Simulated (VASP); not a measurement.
Here is a VASP 6.6.1 calculation.

File INCAR:

```
PREC = Accurate
ENCUT = 600
EDIFF = 1E-6
ISMEAR = -1
SIGMA = 0.05
LREAL = False
LASPH = True
NELM = 60
ALGO = Normal
ISIF = 3
LWAVE = False
LCHARG = False
GGA = PS
IBRION = 2
NSW = 80
EDIFFG = -0.01
PSTRESS = 50.0
```

Contents of KPOINTS:

```
Automatic mesh
0
Gamma
  7 7 4
```

Contents of POSCAR:

```
Cl
1.0
    3.1450000000     -2.2500000000      0.0000000000
    3.1450000000      2.2500000000      0.0000000000
    0.0000000000      0.0000000000      8.2100000000
Cl
4
Direct
    0.3700000000      0.6300000000      0.4000000000
    0.1300000000      0.8700000000      0.9000000000
    0.6300000000      0.3700000000      0.6000000000
    0.8700000000      0.1300000000      0.1000000000
```

Potentials or basis: VASP PAW PBE potentials, release 64 (Cl).

Run with:

```console
$ cat potpaw_PBE.64/Cl/POTCAR > POTCAR
$ mpirun -np 1 vasp_std > vasp.out
```

(1) Predict the relaxed volume.

(2) What does it give for the space group after relaxing (to 0.1 Å)?

(3) What does it give for the relaxed cell?

Answers

(1) 20.14 Å³/atom.

(2) Cmce (No. 64).

(3) a = 3.405 Å, b = 3.405 Å, c = 7.674 Å, α = 90.00°, β = 90.00°, γ = 64.85°.

Caveat: the cell is relaxed towards a set pressure, so the run minimises the enthalpy, not the energy; the volume moved by over 15 % at a fixed basis, so the end points are rough; this functional lacks dispersion, which holds the molecules together, so the pressure and a relaxed volume are unreliable; the PAW data sets were made with another functional, which shifts forces and pressure a little.
